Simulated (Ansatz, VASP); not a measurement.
# AlNi3 in VASP and in Ansatz

```xyz
4
Lattice="0.0000 2.8019 2.8019 2.8019 0.0000 2.8019 2.8019 2.8019 0.0000" Properties=species:S:1:pos:R:3 pbc="T T T"
Al    2.8019    2.8019    2.8019
Ni    1.4009    1.4009    1.4009
Ni    0.0000    0.0000    0.0000
Ni    4.2028    4.2028    4.2028
```

Alike in both runs: task relaxation of cell and atoms; functional PBE; k mesh 14 × 14 × 14; occupations gaussian, width 0.1 eV; no spin polarisation.

|  | VASP | Ansatz |
| --- | --- | --- |
| version | VASP 6.6.1 | Ansatz 0.2.0 |
| potentials or method | VASP PAW PBE potentials, release 64 (Al, Ni), cutoff 600 eV | scalar-relativistic, plane waves, PAW |
| valence electrons in the cell | 33 | 57 |

```tsv
	VASP	Ansatz	Ansatz less VASP
gap on the k mesh at the Fermi level, each at its own relaxed structure (eV)	none	none	-
relaxed volume (Å³/atom)	11.40	11.41	+0.005
relaxed cell length with the largest relative difference (Å)	4.010	4.011	+0.0006
```

A gap of «none» marks a metal or a gap that the smearing closes. VASP's potentials hold 33 valence electrons a cell and Ansatz's 57, so a difference there can come from the potentials and not from the codes.
